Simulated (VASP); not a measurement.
TaN:

```
CELL_PARAMETERS angstrom
2.93800 0.00000 0.00000
-1.46900 2.54438 0.00000
0.00000 0.00000 2.88300
ATOMIC_POSITIONS crystal
Ta 0.00000 0.00000 0.50000
N 0.66667 0.33333 0.00000
```

Base run:

```yaml
Program: VASP 6.6.1
Functional: PBEsol
Potentials_or_basis: VASP PAW PBE potentials, release 64 (Ta_sv_GW, N)
Cutoff: 700 eV
k_mesh: 10 × 10 × 9
Occupations: fermi-dirac, width 0.05 eV
Spin: no spin polarisation
Hubbard_terms: Ta d U = 8.0 eV
```

Its results: band gap on the k mesh zero (bands 9 and 10 overlap by 0.36 eV); pressure 23.2 GPa.

Problem. The run is repeated on the same cell with these changes: hubbard terms from Ta d U = 8.0 eV to Ta d U = 5.0 eV. What comes out?

Solution. Band gap on the k mesh zero (bands 9 and 10 overlap by 0.34 eV); pressure 12.1 GPa.

Caveats: the cell stands under pressure; the PAW data sets were made with another functional, which shifts forces and pressure a little; spin-orbit coupling is left out, which moves the levels of the heavy elements; U without spin polarisation on a metal has little footing.
